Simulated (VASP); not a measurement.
# Al (P6_3/mmc) in VASP: notebook

Runs on Al. Level: PBEsol+D3(BJ). Tasks: single point.

Everything below comes from runs of VASP 6.6.1. Logs are shortened: lines on timing, memory, paths and dates and some standing lists are left out, and cuts for length are marked.

### 1 The cell of the first run

The structure is hexagonal, space group P6_3/mmc (No. 194). The conventional cell has a = 2.605 Å, b = 2.605 Å, c = 11.178 Å, α = 90.00°, β = 90.00°, γ = 120.00°. Within 3.4 Å of Al (site symmetry -3m) lie 12 Al at 2.60 to 3.17 Å. Within 3.4 Å of Al (site symmetry -6m2) lie 12 Al at 2.60 to 3.17 Å.

### 2 Single point, PBEsol+D3(BJ)

The input, INCAR:

```
SYSTEM = Al
PREC = Accurate ; ENCUT = 520
EDIFF = 1E-6 ; ISMEAR = 0
SIGMA = 0.15 ; LREAL = .False.
LASPH = .True. ; NELM = 100
ALGO = Normal ; ISIF = 2
LWAVE = .False. ; LCHARG = .False.
GGA = PS ; IVDW = 12
NBANDS = 14
```

The input, KPOINTS:

```
Automatic mesh
0
Gamma
  18 18 6
  0 0 0
```

The input, POSCAR:

```
Al
1.0
    2.6047000000      0.0000000000      0.0000000000
   -1.3023500000      2.2557363693      0.0000000000
    0.0000000000      0.0000000000     11.1775000000
Al
4
Direct
    0.0000000000      0.0000000000      0.0000000000
    0.3333333333      0.6666666667      0.2500000000
    0.0000000000      0.0000000000      0.5000000000
    0.6666666667      0.3333333333      0.7500000000
```

Potentials or basis: VASP PAW PBE potentials, release 64 (Al).

Launch:

```bash
$ cat potpaw_PBE.64/Al/POTCAR > POTCAR
$ mpirun -np 1 vasp_std > vasp.out
```

OUTCAR:

```text
SYSTEM = Al
   PREC = Accurate
   ENCUT = 520
   EDIFF = 1E-6
   ISMEAR = 0
   LREAL = .False.
   LASPH = .True.
   NELM = 100
   ISIF = 2
   GGA = PS
   IVDW = 12
 IVDW          = 12

 ion  position               nearest neighbor table
   1  0.000  0.000  0.000-   2 3.17   4 3.17   4 3.17   2 3.17   4 3.17   2 3.17
   2  0.333  0.667  0.250-   1 3.17   3 3.17   1 3.17   3 3.17   1 3.17   3 3.17
   3  0.000  0.000  0.500-   2 3.17   4 3.17   4 3.17   2 3.17   4 3.17   2 3.17
   4  0.667  0.333  0.750-   1 3.17   3 3.17   1 3.17   3 3.17   1 3.17   3 3.17

  LATTYP: Found a hexagonal cell.
 ALAT       =     2.6047000000
 C/A-ratio  =     4.2912811456

  Lattice vectors:

 A1 = (   2.6047000000,   0.0000000000,   0.0000000000)
 A2 = (  -1.3023500000,   2.2557363693,   0.0000000000)
 A3 = (   0.0000000000,   0.0000000000,  11.1775000000)

Analysis of symmetry for initial positions (statically):
=====================================================================
 Subroutine PRICEL returns:
 Original cell was already a primitive cell.

 Routine SETGRP: Setting up the symmetry group for a
 hexagonal supercell.

 Subroutine GETGRP returns: Found 24 space group operations
 (whereof 12 operations were pure point group operations)
 out of a pool of 24 trial point group operations.

The static configuration has the point symmetry D_3d.
 The point group associated with its full space group is D_6h.

Analysis of symmetry for dynamics (positions and initial velocities):
=====================================================================
 Subroutine PRICEL returns:
 Original cell was already a primitive cell.

 Routine SETGRP: Setting up the symmetry group for a
 hexagonal supercell.

 Subroutine GETGRP returns: Found 24 space group operations
 (whereof 12 operations were pure point group operations)
 out of a pool of 24 trial point group operations.

The dynamic configuration has the point symmetry D_3d.
 The point group associated with its full space group is D_6h.

 Subroutine INISYM returns: Found 24 space group operations
 (whereof 12 operations are pure point group operations),
 and found     1 'primitive' translations

----------------------------------------------------------------------------------------

                                     Primitive cell

  volume of cell :      65.6736

  direct lattice vectors                    reciprocal lattice vectors
     2.604700000  0.000000000  0.000000000     0.383921373  0.221657108  0.000000000
    -1.302350000  2.255736369  0.000000000     0.000000000  0.443314216  0.000000000
     0.000000000  0.000000000 11.177500000     0.000000000  0.000000000  0.089465444

  length of vectors
     2.604700000  2.604700000 11.177500000     0.443314216  0.443314216  0.089465444

  position of ions in fractional coordinates (direct lattice)
     0.000000000  0.000000000  0.000000000
     0.333333333  0.666666667  0.250000000
     0.000000000  0.000000000  0.500000000
     0.666666667  0.333333333  0.750000000

  ion indices of the primitive-cell ions
   primitive index   ion index
                 1           1
                 2           2
                 3           3
                 4           4

----------------------------------------------------------------------------------------

 KPOINTS: Automatic mesh

Automatic generation of k-mesh.
 Grid dimensions read from file:
 generate k-points for:   18   18    6

 Generating k-lattice:

  Cartesian coordinates                     Fractional coordinates (reciprocal lattice)
     0.021328965  0.012314284  0.000000000     0.055555556  0.000000000  0.000000000
     0.000000000  0.024628568  0.000000000     0.000000000  0.055555556  0.000000000
     0.000000000  0.000000000  0.014910907     0.000000000  0.000000000  0.166666667

  Length of vectors
     0.024628568  0.024628568  0.014910907

  Shift w.r.t. Gamma in fractional coordinates (k-lattice)
     0.000000000  0.000000000  0.000000000

 Subroutine IBZKPT returns following result:
 ===========================================

 Found    148 irreducible k-points:

 Following reciprocal coordinates:
            Coordinates               Weight
  0.000000  0.000000  0.000000      1.000000
  0.055556 -0.000000  0.000000      6.000000
  0.111111 -0.000000  0.000000      6.000000
  0.166667  0.000000  0.000000      6.000000
  0.222222  0.000000  0.000000      6.000000
  0.277778  0.000000  0.000000      6.000000
[... 16 lines left out ...]
  0.333333  0.111111  0.000000     12.000000
  0.388889  0.111111  0.000000     12.000000
 [... further k-points ...]
   k-points           NKPTS =    148   k-points in BZ     NKDIM =    148   number of bands    NBANDS=     14
   number of dos      NEDOS =    301   number of ions     NIONS =      4
   total plane-waves  NPLWV =  33600
   dimension x,y,z NGX =    20 NGY =   20 NGZ =   84
   dimension x,y,z NGXF=    40 NGYF=   40 NGZF=  168
   ions per type =               4
   NGX,Y,Z   is equivalent  to a cutoff of  12.77, 12.77, 12.49 a.u.
   NGXF,Y,Z  is equivalent  to a cutoff of  25.53, 25.53, 24.99 a.u.
 SYSTEM =  Al
   PREC   = accura    normal or accurate (medium, high low for compatibility)
   ISTART =      0    job   : 0-new  1-cont  2-samecut
   ICHARG =      2    charge: 1-file 2-atom 10-const
   ISPIN  =      1    spin polarized calculation?
   LNONCOLLINEAR =      F non collinear calculations
   LSORBIT =      F    spin-orbit coupling
   LASPH  =      T    aspherical Exc in radial PAW
   ENCUT  =  520.0 eV  38.22 Ry    6.18 a.u.   4.84  4.84 20.78*2*pi/ulx,y,z
   NELM   =    100;   NELMIN=  2; NELMDL= -5     # of ELM steps
   EDIFF  = 0.1E-05   stopping-criterion for ELM
   LREAL  =      F    real-space projection
   EDIFFG = 0.1E-04   stopping-criterion for IOM
   NSW    =      0    number of steps for IOM
   IBRION =     -1    ionic relax: 0-MD 1-quasi-New 2-CG
   NFREE  =      0    steps in history (QN), initial steepest desc. (CG)
   ISIF   =      2    stress and relaxation
   ISYM   =      2    0-nonsym 1-usesym 2-fastsym
   POTIM  = 0.5000    time-step for ionic-motion
   TEBEG  =    0.0;   TEEND  =   0.0 temperature during run
   PSTRESS=    0.0 pullay stress
   NELECT =      12.0000    total number of electrons
   NUPDOWN=      -1.0000    fix difference up-down
   EMIN   =  10.00;   EMAX   =-10.00  energy-range for DOS
   EFERMI =   0.00;   METHOD = LEGACY
   ISMEAR =     0;   SIGMA  =   0.15  broadening in eV -4-tet -1-fermi 0-gaus
   EFERMI_NEDOS =   21; number of points for ismear=-14 and -15
   IALGO  =     38    algorithm
   IMIX   =      4    mixing-type and parameters
     AMIX     =   0.40;   BMIX     =  1.00
     AMIX_MAG =   1.60;   BMIX_MAG =  1.00
  volume/ion in A,a.u.               =      16.42       110.80
  Fermi-wavevector in a.u.,A,eV,Ry     =   0.928977  1.755512 11.741806  0.862998
  Thomas-Fermi vector in A             =   2.055211
   LORBIT       =      0    0 simple, 1 ext, 2 COOP (PROOUT), +10 PAW based schemes
   GGA     = PS    functional components
   LHFCALC =     F    Hartree Fock is set to
   AEXX    =    0.0000 exact exchange contribution
   IVDW    =    12    specifies the selected vdW correction
   LEPSILON=     F    determine dielectric tensor
   LRPA    =     F    only Hartree local field effects (RPA)
 non-spin polarized calculation
 Gauss-broadening in eV      SIGMA  =   0.15
  energy-cutoff  :      520.00
  volume of cell :       65.67
 maximum number of plane-waves:      1797
 NGX is ok and might be reduce to    20
   NGX =  9   NGY =  9   NGZ = 41

 number of electron      12.0000000 magnetization

 Free energy of the ion-electron system (eV)
  ---------------------------------------------------
  ext. energy  EPLUGINS =         0.00000000
  ---------------------------------------------------
  free energy    TOTEN  =       -15.50111354 eV

  energy without entropy =      -15.48618013  energy(sigma->0) =      -15.49364683

 E-fermi :   7.8398     XC(G=0): -10.2270

 val. band max:        7.8370974787   @ k =   0.2778   0.2778   0.3333
 cond. band min:       7.8498777195   @ k =   0.3333   0.2222   0.1667
 fundamental gap:      0.0127802407
 Fermi energy:         7.8398254846

 k-point     1 :       0.0000    0.0000    0.0000
  band No.  band energies     occupation
      1      -3.2606      2.00000
      2      -2.1207      2.00000
      3      -2.1176      2.00000
      4       0.5097      2.00000
      5       2.3907      2.00000
      6       7.1679      2.00000
      7       7.1685      2.00000
      8      14.3893      0.00000
      9      14.9282      0.00000
     10      22.3738      0.00000
     11      22.3739      0.00000
     12      22.6179      0.00000
     13      22.6233      0.00000
     14      22.8291      0.00000

 k-point     2 :       0.0556   -0.0000    0.0000
  band No.  band energies     occupation
      1      -3.1710      2.00000
      2      -2.0317      2.00000
      3      -2.0286      2.00000
      4       0.5979      2.00000
      5       2.4757      2.00000
      6       7.2502      2.00000
      7       7.2508      2.00000
      8      14.4646      0.00000
      9      14.9892      0.00000
     10      20.6411      0.00000
     11      21.3851      0.00000
     12      21.4124      0.00000
     13      21.5214      0.00000
     14      22.1934      0.00000
[... 343 lines left out ...]
      1       1.3001      2.00000
      2       2.3925      2.00000
      3       2.3962      2.00000
      4       4.8053      2.00000
      5       6.8064      2.00000
      6       7.5837      1.98424
      7       8.4920      0.00000
      8       8.6123      0.00000
      9      10.6940      0.00000
     10      11.4909      0.00000
     11      11.5170      0.00000
     12      12.9698      0.00000
     13      14.0545      0.00000
     14      14.7773      0.00000

 k-point    24 :       0.3889    0.1111    0.0000
  band No.  band energies     occupation
      1       2.5676      2.00000
      2       3.6153      2.00000
      3       3.6225      2.00000
      4       5.2632      2.00000
      5       6.3653      2.00000
      6       6.8376      2.00000
      7       7.1920      2.00000
      8       8.1106      0.01069
      9       9.2324      0.00000
     10      11.1685      0.00000
     11      12.4681      0.00000
     12      12.5603      0.00000
     13      13.7727      0.00000
     14      14.4038      0.00000

 [... further k-points ...]

------------------------ aborting loop because EDIFF is reached ----------------------------------------

 Edisp (eV)   -1.27358

 E8    (eV) :    -0.8569

  FORCE on cell =-STRESS in cart. coord.  units (eV):
  Direction    XX          YY          ZZ          XY          YZ          ZX
  --------------------------------------------------------------------------------------
  -------------------------------------------------------------------------------------
  Total       5.20140     5.20140    -5.08137    -0.00000     0.00000     0.00000
  in kB     126.89375   126.89375  -123.96539    -0.00000     0.00000     0.00000
  external pressure =       43.27 kB  Pullay stress =        0.00 kB

 VOLUME and BASIS-vectors are now :
 -----------------------------------------------------------------------------
  energy-cutoff  :      520.00
  volume of cell :       65.67
      direct lattice vectors                 reciprocal lattice vectors
     2.604700000  0.000000000  0.000000000     0.383921373  0.221657108  0.000000000
    -1.302350000  2.255736369  0.000000000     0.000000000  0.443314216  0.000000000
     0.000000000  0.000000000 11.177500000     0.000000000  0.000000000  0.089465444

 POSITION                                       TOTAL-FORCE (eV/Angst)
 -----------------------------------------------------------------------------------
      0.00000      0.00000      0.00000        -0.000000      0.000000     -0.000000
     -0.00000      1.50382      2.79438         0.000000     -0.000000     -0.000000
      0.00000      0.00000      5.58875         0.000000      0.000000     -0.000000
      1.30235      0.75191      8.38312        -0.000000     -0.000000      0.000000
 -----------------------------------------------------------------------------------
    total drift:                               -0.000000      0.000000     -0.000000

  FREE ENERGIE OF THE ION-ELECTRON SYSTEM (eV)
  ---------------------------------------------------
  free  energy   TOTEN  =       -16.7746920517 eV

  energy  without entropy=      -16.7597586394  energy(sigma->0) =      -16.76722535
```

It took 37 s on 1 thread of Intel Xeon 6975P-C (Granite Rapids), shared host; peak memory 0.24 GiB.

Results:

```yaml
Free_energy: -16.7747 eV
Pressure: 4.3 GPa
Band_gap_on_the_k_mesh: zero (band 6 reaches 9.90 eV, above the bottom of band 7 at 6.75 eV)
Dispersion_energy_per_atom: -0.318 eV
```

Levels at points of the mesh, in eV from the Fermi level:
```tsv
k point	band 3	band 4	band 5	band 6	band 7	band 8	band 9	band 10
(0.00, 0.00, 0.00)	-9.96	-7.33	-5.45	-0.67	-0.67	6.55	7.09	14.53
(0.50, 0.00, 0.00)	-3.51	-3.33	-2.53	-2.33	-0.45	0.06	1.33	1.59
(0.00, 0.00, 0.50)	-8.59	-8.59	-3.65	-3.65	2.85	2.85	11.08	11.08
(0.50, 0.00, 0.50)	-3.70	-3.70	-1.81	-1.81	-1.09	-1.09	3.00	3.00
```

Caveat: the PAW data sets were made with another functional, which shifts forces and pressure a little; pairwise dispersion overbinds metals, which lowers pressure and volume.

### 3 Single point, PBEsol+D3(BJ)

This run uses another cell than the first one, of 16.59 Å³/atom, 1.010 times its volume.

The input, INCAR:

```
ALGO = Normal
EDIFF = 1E-6
ENCUT = 520
GGA = PS
ISIF = 2
ISMEAR = 0
IVDW = 12
LASPH = T
LCHARG = F
LREAL = F
LWAVE = F
NBANDS = 14
NELM = 100
PREC = Accurate
SIGMA = 0.15
```

The input, KPOINTS:

```
k-points
0
Gamma
  18 18 6
```

The input, POSCAR:

```
Al
1.0
    2.9968000000      0.0000000000      0.0000000000
   -1.4984000000      2.5953049301      0.0000000000
    0.0000000000      0.0000000000      8.5302000000
Al
4
Direct
    0.0000000000      0.0000000000      0.0000000000
    0.3333333333      0.6666666667      0.2500000000
    0.0000000000      0.0000000000      0.5000000000
    0.6666666667      0.3333333333      0.7500000000
```

Potentials or basis: VASP PAW PBE potentials, release 64 (Al).

Launch:

```bash
$ cat potpaw_PBE.64/Al/POTCAR > POTCAR
$ mpirun -np 1 vasp_std > vasp.out
```

Run time: 27 s. Hardware: 1 thread of Intel Xeon 6975P-C (Granite Rapids), shared host; peak memory 0.25 GiB.

The run converged. Its results:

- Free energy: -17.3926 eV
- Pressure: -2.8 GPa
- Band gap on the k mesh: zero (band 6 reaches 14.02 eV, above the bottom of band 7 at 6.03 eV)
- Dispersion energy per atom: -0.316 eV

Stress tensor (GPa, compression positive):
```
-6.02  0.00  0.00
 0.00 -6.02  0.00
 0.00  0.00  3.49
```

Levels at points of the mesh, in eV from the Fermi level:
| k point | band 3 | band 4 | band 5 | band 6 | band 7 | band 8 | band 9 | band 10 |
| --- | --- | --- | --- | --- | --- | --- | --- | --- |
| (0.00, 0.00, 0.00) | -9.07 | -3.68 | -2.61 | 6.14 | 6.22 | 8.51 | 8.51 | 8.90 |
| (0.50, 0.00, 0.00) | -4.09 | -3.90 | -3.62 | -3.37 | 1.14 | 1.64 | 2.60 | 2.67 |
| (0.00, 0.00, 0.50) | -6.59 | -6.59 | 1.18 | 1.18 | 8.86 | 8.86 | 8.86 | 8.86 |
| (0.50, 0.00, 0.50) | -5.07 | -5.07 | -1.69 | -1.69 | -0.97 | -0.97 | 4.44 | 4.44 |

Caveat: the PAW data sets were made with another functional, which shifts forces and pressure a little; pairwise dispersion overbinds metals, which lowers pressure and volume.

### 4 Single point, PBEsol+D3(BJ)

This run uses another cell than the first one, of 16.74 Å³/atom, 1.019 times its volume.

The input, INCAR:

```
SYSTEM = Al
  ALGO = Normal
  EDIFF = 1E-6
  ENCUT = 520
  GGA = PS
  ISIF = 2
  ISMEAR = 0
  IVDW = 12
  LASPH = .True.
  LCHARG = .False.
  LREAL = .False.
  LWAVE = .False.
  NBANDS = 14
  NELM = 100
  PREC = Accurate
  SIGMA = 0.15
```

The input, KPOINTS:

```
k-points
0
Gamma
  18 18 6
  0 0 0
```

The input, POSCAR:

```
Al
1.0
    2.8007800515      0.0000000000      0.0000000000
   -1.4003900257      2.4255466750      0.0000000000
    0.0000000000      0.0000000000      9.8538000000
Al
4
Direct
    0.0000000000      0.0000000000      0.0000000000
    0.3333333333      0.6666666667      0.2500000000
    0.0000000000      0.0000000000      0.5000000000
    0.6666666667      0.3333333333      0.7500000000
```

Launch:

```bash
$ cat potpaw_PBE.64/Al/POTCAR > POTCAR
$ mpirun -np 1 vasp_std > vasp.out
```

Run time: 35 s. Hardware: 1 thread of Intel Xeon 6975P-C (Granite Rapids), shared host; peak memory 0.26 GiB.

It converged, with:

- Free energy: -17.5198 eV
- Pressure: -4.7 GPa
- Band gap on the k mesh: zero (band 6 reaches 10.86 eV, above the bottom of band 7 at 6.48 eV)
- Dispersion energy per atom: -0.313 eV

Stress tensor (GPa, compression positive):
```
-3.32  0.00  0.00
 0.00 -3.32  0.00
 0.00  0.00 -7.53
```

Levels at points of the mesh, in eV from the Fermi level:
```csv
k point,band 2,band 3,band 4,band 5,band 6,band 7,band 8,band 9,band 10,band 11
"(0.00, 0.00, 0.00)",-9.50,-9.50,-5.22,-4.86,2.12,2.12,10.90,11.72,11.72,11.80
"(0.50, 0.00, 0.00)",-4.85,-3.72,-3.70,-3.09,-3.07,0.69,0.85,1.07,1.27,6.44
"(0.00, 0.00, 0.50)",-10.63,-7.63,-7.63,-1.78,-1.78,6.57,6.57,12.01,12.01,12.02
"(0.50, 0.00, 0.50)",-4.56,-4.48,-4.48,-1.85,-1.85,-1.22,-1.22,3.87,3.87,4.25
```

Caveat: the PAW data sets were made with another functional, which shifts forces and pressure a little; pairwise dispersion overbinds metals, which lowers pressure and volume.

### 5 Overview

| cell | gap on the mesh (eV) | pressure (GPa) |
| --- | --- | --- |
| a = 2.605, b = 2.605, c = 11.178 Å, angles 90.0, 90.0, 120.0°, 4 atoms | none | 4.3 |
| a = 2.997, b = 2.997, c = 8.530 Å, angles 90.0, 90.0, 120.0°, 4 atoms | none | -2.8 |
| a = 2.801, b = 2.801, c = 9.854 Å, angles 90.0, 90.0, 120.0°, 4 atoms | none | -4.7 |

Alike in all rows: task single point; level PBEsol+D3(BJ); potentials or basis VASP PAW PBE potentials, release 64 (Al); no spin polarisation; k mesh 18 × 18 × 6; cutoff (eV) 520; smearing gaussian 0.15 eV.

Caveats: the PAW data sets were made with another functional, which shifts forces and pressure a little; pairwise dispersion overbinds metals, which lowers pressure and volume.

Absolute energies hang on the potentials; compare differences alone.
